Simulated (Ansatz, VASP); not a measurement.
**Os: VASP beside Ansatz**

```
Os
1.0
     2.62474    0.00000    0.00000
    -1.31237    2.27309    0.00000
     0.00000    0.00000    4.31970
Os
2
Cartesian
  0.0000 1.5154 1.0799
  1.3124 0.7577 3.2398
```

Change from the starting cell: strain -0.040 along x and y, +0.000 along z, atoms carried along.

Alike in both runs: task single point; functional PBE; k mesh 18 × 18 × 12; occupations gaussian, width 0.15 eV; no spin polarisation.

|  | VASP | Ansatz |
| --- | --- | --- |
| version | VASP 6.6.1 | Ansatz 0.2.0 |
| potentials or method | VASP PAW PBE potentials, release 64 (Os), cutoff 520 eV | scalar-relativistic, plane waves, PAW |
| valence electrons in the cell | 16 | 32 |

VASP gave:

- gap on the k mesh at the Fermi level (eV): none
- pressure (GPa): 53.3
- traceless stress, the component that is largest in VASP (GPa): -20.79

Q: What did Ansatz give for the same quantities?

A: gap on the k mesh at the Fermi level (eV): none; pressure (GPa): 52.1; traceless stress, the component that is largest in VASP (GPa): -20.78.

A gap of «none» marks a metal or a gap that the smearing closes. Both programs put the cell under a high pressure, so it lies far from rest at this level. VASP's potentials hold 16 valence electrons a cell and Ansatz's 32, so a difference there can come from the potentials and not from the codes.

Spin-orbit coupling is off throughout.
